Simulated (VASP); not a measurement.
# In (Im-3m) in VASP: single point with LDA

Aim: the single point of In with LDA.

Program: VASP 6.6.1. These are calculated values, not measurements. Logs are shortened: lines on timing, memory, paths and dates and some standing lists are left out, and cuts for length are marked.

## (1) The cell of the first run

Symmetry: Im-3m, No. 229, cubic system. Conventional cell: a = 3.765 Å, b = 3.765 Å, c = 3.765 Å, α = 90.00°, β = 90.00°, γ = 90.00°. Within 4.3 Å of In (site symmetry m-3m) lie 14 In at 3.26 to 3.77 Å.

## (2) Single point, LDA

Input file INCAR:

```
ALGO = Normal
EDIFF = 1E-6
ENCUT = 520
ISIF = 2
ISMEAR = 0
LASPH = T
LCHARG = F
LREAL = F
LWAVE = F
NBANDS = 12
NELM = 80
PREC = Accurate
SIGMA = 0.05
```

Input file KPOINTS:

```
k-points
0
Gamma
  9 9 9
```

Input file POSCAR:

```
In
1.0
   -1.8825250000      1.8825250000      1.8825250000
    1.8825250000     -1.8825250000      1.8825250000
    1.8825250000      1.8825250000     -1.8825250000
In
1
Direct
    0.0000000000      0.0000000000      0.0000000000
```

Potentials or basis: VASP PAW LDA potentials, release 64 (In_d).

On the command line:

```console
cat potpaw_LDA.64/In_d/POTCAR > POTCAR
mpirun -np 1 vasp_std > vasp.out
```

OUTCAR:

```text
EDIFF = 1E-6
   ENCUT = 520
   ISIF = 2
   ISMEAR = 0
   LASPH = T
   LREAL = F
   NELM = 80
   PREC = Accurate

 ion  position               nearest neighbor table
   1  0.000  0.000  0.000-

  LATTYP: Found a body centered cubic cell.
 ALAT       =     3.7650500000

  Lattice vectors:

 A1 = (  -1.8825250000,   1.8825250000,   1.8825250000)
 A2 = (   1.8825250000,  -1.8825250000,   1.8825250000)
 A3 = (   1.8825250000,   1.8825250000,  -1.8825250000)

Analysis of symmetry for initial positions (statically):
=====================================================================
 Subroutine PRICEL returns:
 Original cell was already a primitive cell.

 Routine SETGRP: Setting up the symmetry group for a
 body centered cubic supercell.

 Subroutine GETGRP returns: Found 48 space group operations
 (whereof 48 operations were pure point group operations)
 out of a pool of 48 trial point group operations.

The static configuration has the point symmetry O_h .

Analysis of symmetry for dynamics (positions and initial velocities):
=====================================================================
 Subroutine PRICEL returns:
 Original cell was already a primitive cell.

 Routine SETGRP: Setting up the symmetry group for a
 body centered cubic supercell.

 Subroutine GETGRP returns: Found 48 space group operations
 (whereof 48 operations were pure point group operations)
 out of a pool of 48 trial point group operations.

The dynamic configuration has the point symmetry O_h .

 Subroutine INISYM returns: Found 48 space group operations
 (whereof 48 operations are pure point group operations),
 and found     1 'primitive' translations

----------------------------------------------------------------------------------------

                                     Primitive cell

  volume of cell :      26.6859

  direct lattice vectors                    reciprocal lattice vectors
    -1.882525000  1.882525000  1.882525000     0.000000000  0.265600722  0.265600722
     1.882525000 -1.882525000  1.882525000     0.265600722  0.000000000  0.265600722
     1.882525000  1.882525000 -1.882525000     0.265600722  0.265600722  0.000000000

  length of vectors
     3.260628947  3.260628947  3.260628947     0.375616144  0.375616144  0.375616144

  position of ions in fractional coordinates (direct lattice)
     0.000000000  0.000000000  0.000000000

  ion indices of the primitive-cell ions
   primitive index   ion index
                 1           1

----------------------------------------------------------------------------------------

 KPOINTS: k-points

Automatic generation of k-mesh.
 Grid dimensions read from file:
 generate k-points for:    9    9    9

 Generating k-lattice:

  Cartesian coordinates                     Fractional coordinates (reciprocal lattice)
     0.000000000  0.029511191  0.029511191     0.111111111  0.000000000  0.000000000
     0.029511191  0.000000000  0.029511191     0.000000000  0.111111111  0.000000000
     0.029511191  0.029511191  0.000000000     0.000000000  0.000000000  0.111111111

  Length of vectors
     0.041735127  0.041735127  0.041735127

  Shift w.r.t. Gamma in fractional coordinates (k-lattice)
     0.000000000  0.000000000  0.000000000

 Subroutine IBZKPT returns following result:
 ===========================================

 Found     35 irreducible k-points:

 Following reciprocal coordinates:
            Coordinates               Weight
  0.000000  0.000000  0.000000      1.000000
  0.111111  0.000000  0.000000     12.000000
  0.222222  0.000000  0.000000     12.000000
  0.333333  0.000000  0.000000     12.000000
  0.444444  0.000000  0.000000     12.000000
  0.111111  0.111111  0.000000     24.000000
[... 16 lines left out ...]
 -0.333333  0.444444  0.111111     48.000000
 -0.444444 -0.444444  0.111111     24.000000
 [... further k-points ...]
   k-points           NKPTS =     35   k-points in BZ     NKDIM =     35   number of bands    NBANDS=     12
   number of dos      NEDOS =    301   number of ions     NIONS =      1
   total plane-waves  NPLWV =  13824
   dimension x,y,z NGX =    24 NGY =   24 NGZ =   24
   dimension x,y,z NGXF=    48 NGYF=   48 NGZF=   48
   ions per type =               1
   NGX,Y,Z   is equivalent  to a cutoff of  12.24, 12.24, 12.24 a.u.
   NGXF,Y,Z  is equivalent  to a cutoff of  24.47, 24.47, 24.47 a.u.
 SYSTEM =  unknown system
   PREC   = accura    normal or accurate (medium, high low for compatibility)
   ISTART =      0    job   : 0-new  1-cont  2-samecut
   ICHARG =      2    charge: 1-file 2-atom 10-const
   ISPIN  =      1    spin polarized calculation?
   LNONCOLLINEAR =      F non collinear calculations
   LSORBIT =      F    spin-orbit coupling
   LASPH  =      T    aspherical Exc in radial PAW
   ENCUT  =  520.0 eV  38.22 Ry    6.18 a.u.   6.06  6.06  6.06*2*pi/ulx,y,z
   NELM   =     80;   NELMIN=  2; NELMDL= -5     # of ELM steps
   EDIFF  = 0.1E-05   stopping-criterion for ELM
   LREAL  =      F    real-space projection
   EDIFFG = 0.1E-04   stopping-criterion for IOM
   NSW    =      0    number of steps for IOM
   IBRION =     -1    ionic relax: 0-MD 1-quasi-New 2-CG
   NFREE  =      0    steps in history (QN), initial steepest desc. (CG)
   ISIF   =      2    stress and relaxation
   ISYM   =      2    0-nonsym 1-usesym 2-fastsym
   POTIM  = 0.5000    time-step for ionic-motion
   TEBEG  =    0.0;   TEEND  =   0.0 temperature during run
   PSTRESS=    0.0 pullay stress
   NELECT =      13.0000    total number of electrons
   NUPDOWN=      -1.0000    fix difference up-down
   EMIN   =  10.00;   EMAX   =-10.00  energy-range for DOS
   EFERMI =   0.00;   METHOD = LEGACY
   ISMEAR =     0;   SIGMA  =   0.05  broadening in eV -4-tet -1-fermi 0-gaus
   EFERMI_NEDOS =   21; number of points for ismear=-14 and -15
   IALGO  =     38    algorithm
   IMIX   =      4    mixing-type and parameters
     AMIX     =   0.40;   BMIX     =  1.00
     AMIX_MAG =   1.60;   BMIX_MAG =  1.00
  volume/ion in A,a.u.               =      26.69       180.09
  Fermi-wavevector in a.u.,A,eV,Ry     =   1.288136  2.434225 22.576086  1.659295
  Thomas-Fermi vector in A             =   2.420108
   LORBIT       =      0    0 simple, 1 ext, 2 COOP (PROOUT), +10 PAW based schemes
   GGA     = CA    functional components
   LHFCALC =     F    Hartree Fock is set to
   AEXX    =    0.0000 exact exchange contribution
   IVDW    =     0    specifies the selected vdW correction
   LEPSILON=     F    determine dielectric tensor
   LRPA    =     F    only Hartree local field effects (RPA)
 non-spin polarized calculation
 Gauss-broadening in eV      SIGMA  =   0.05
  energy-cutoff  :      520.00
  volume of cell :       26.69
 maximum number of plane-waves:       730
   NGX = 13   NGY = 13   NGZ = 13

 number of electron      13.0000005 magnetization

 Free energy of the ion-electron system (eV)
  ---------------------------------------------------
  ext. energy  EPLUGINS =         0.00000000
  ---------------------------------------------------
  free energy    TOTEN  =        -3.18201331 eV

  energy without entropy =       -3.17976239  energy(sigma->0) =       -3.18088785

 E-fermi :   7.0654     XC(G=0): -10.4326

 val. band max:        7.0228780601   @ k =   0.2222   0.2222   0.1111
 cond. band min:       7.0742526873   @ k =  -0.3333   0.4444   0.1111
 fundamental gap:      0.0513746272
 Fermi energy:         7.0653905060

 k-point     1 :       0.0000    0.0000    0.0000
  band No.  band energies     occupation
      1      -7.5686      2.00000
      2      -7.5686      2.00000
      3      -7.5686      2.00000
      4      -7.2990      2.00000
      5      -7.2990      2.00000
      6      -2.4261      2.00000
      7      17.7358      0.00000
      8      17.7358      0.00000
      9      17.7358      0.00000
     10      20.0337      0.00000
     11      20.0337      0.00000
     12      20.0337      0.00000

 k-point     2 :       0.1111    0.0000    0.0000
  band No.  band energies     occupation
      1      -7.5813      2.00000
      2      -7.5574      2.00000
      3      -7.5198      2.00000
      4      -7.3122      2.00000
      5      -7.2996      2.00000
      6      -2.1442      2.00000
      7      15.3708      0.00000
      8      16.6264      0.00000
      9      17.1427      0.00000
     10      18.8451      0.00000
     11      19.1832      0.00000
     12      19.8931      0.00000

 k-point     3 :       0.2222    0.0000    0.0000
  band No.  band energies     occupation
      1      -7.6132      2.00000
      2      -7.5456      2.00000
      3      -7.3936      2.00000
      4      -7.3343      2.00000
      5      -7.3006      2.00000
      6      -1.2871      2.00000
      7      11.5610      0.00000
      8      14.9115      0.00000
      9      15.9011      0.00000
     10      17.9593      0.00000
     11      18.1682      0.00000
     12      20.5864      0.00000
[... 286 lines left out ...]
 k-point    23 :      -0.3333    0.4444    0.1111
  band No.  band energies     occupation
      1      -7.5721      2.00000
      2      -7.5189      2.00000
      3      -7.3861      2.00000
      4      -7.3434      2.00000
      5      -7.2032      2.00000
      6       1.8589      2.00000
      7       7.0743      0.80208
      8       9.7860      0.00000
      9      14.2474      0.00000
     10      17.2104      0.00000
     11      18.6924      0.00000
     12      22.0203      0.00000

 k-point    24 :      -0.4444   -0.4444    0.1111
  band No.  band energies     occupation
      1      -7.5815      2.00000
      2      -7.5308      2.00000
      3      -7.4003      2.00000
      4      -7.3226      2.00000
      5      -7.1622      2.00000
      6       3.6544      2.00000
      7       4.7877      2.00000
      8       9.4440      0.00000
      9      14.0459      0.00000
     10      17.6803      0.00000
     11      19.7261      0.00000
     12      19.8493      0.00000

 [... further k-points ...]
[... 5 lines left out ...]
  --------------------------------------------------------------------------------------
  -------------------------------------------------------------------------------------
  Total       -0.4091876     -0.4091876     -0.4091876     -0.0000000     -0.0000000      0.0000000
  in kB      -24.5669227    -24.5669227    -24.5669227     -0.0000000     -0.0000000      0.0000000
  external PRESSURE =     -24.5669227 kB  Pullay stress =       0.0000000 kB

 VOLUME and BASIS-vectors are now :
 -----------------------------------------------------------------------------
  energy-cutoff  :      520.00
  volume of cell :       26.69
      direct lattice vectors                 reciprocal lattice vectors
    -1.882525000  1.882525000  1.882525000     0.000000000  0.265600722  0.265600722
     1.882525000 -1.882525000  1.882525000     0.265600722  0.000000000  0.265600722
     1.882525000  1.882525000 -1.882525000     0.265600722  0.265600722  0.000000000

 POSITION                                       TOTAL-FORCE (eV/Angst)
 -----------------------------------------------------------------------------------
      0.00000      0.00000      0.00000        -0.000000     -0.000000     -0.000000
 -----------------------------------------------------------------------------------
    total drift:                               -0.000000      0.000000      0.000000

  FREE ENERGIE OF THE ION-ELECTRON SYSTEM (eV)
  ---------------------------------------------------
  free  energy   TOTEN  =        -3.1820133059 eV

  energy  without entropy=       -3.1797623933  energy(sigma->0) =       -3.18088785
```

Wall time 4.9 s (1 thread of Intel Xeon Platinum 8488C (Sapphire Rapids), shared host); peak memory 0.13 GiB.

Results:

- Free energy: -3.1820 eV
- Pressure: -2.5 GPa

Caveat: spin-orbit coupling is left out, which moves the levels of the heavy elements.
